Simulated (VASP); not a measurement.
Input of a VASP 6.6.1 run:

POSCAR

```
Si
1.0
    0.0000000000      2.6268316544      2.7221053413
    2.8173790282      0.0000000000      2.7221053413
    2.8173790282      2.6268316544      0.0000000000
Si
2
Direct
    0.5000000000      0.5000000000      0.5000000000
    0.7500000000      0.7500000000      0.7500000000
```

Contents of INCAR.step1:

```
PREC = Accurate
ENCUT = 520
ISMEAR = 0
SIGMA = 0.05
LREAL = False
LASPH = True
NELM = 100
NBANDS = 11
GGA = PE
ALGO = Normal
EDIFF = 1E-4
LWAVE = True
LCHARG = False
```

INCAR.step2

```
PREC = Accurate
ENCUT = 520
EDIFF = 1E-6
ISMEAR = 0
SIGMA = 0.05
LREAL = False
LASPH = True
NELM = 100
ALGO = Normal
ISIF = 2
LWAVE = False
LCHARG = True
METAGGA = R2SCAN
LMIXTAU = True
LELF = True
LVHAR = True
NBANDS = 11
ISTART = 1
```

The input KPOINTS:

```
Automatic mesh
0
Gamma
  8 8 8
```

Potentials or basis: VASP PAW PBE potentials, release 64 (Si).

Run with:

```sh
$ cat potpaw_PBE.64/Si/POTCAR > POTCAR
$ cp INCAR.step1 INCAR
$ mpirun -np 1 vasp_std > vasp.out
$ cp INCAR.step2 INCAR
$ mpirun -np 1 vasp_std > vasp.out
```

(1) Estimate the band gap on the k mesh.

(2) What does it give for the pressure?

Answers

(1) 0.23 eV (least direct gap 2.37 eV).

(2) -0.2 GPa.

Caveat: the cell differs from its parent crystal (strain +0.0350 x Voigt [1, -1, 0, 0, 0, 0]); the PAW data sets were made with another functional, which shifts forces and pressure a little.
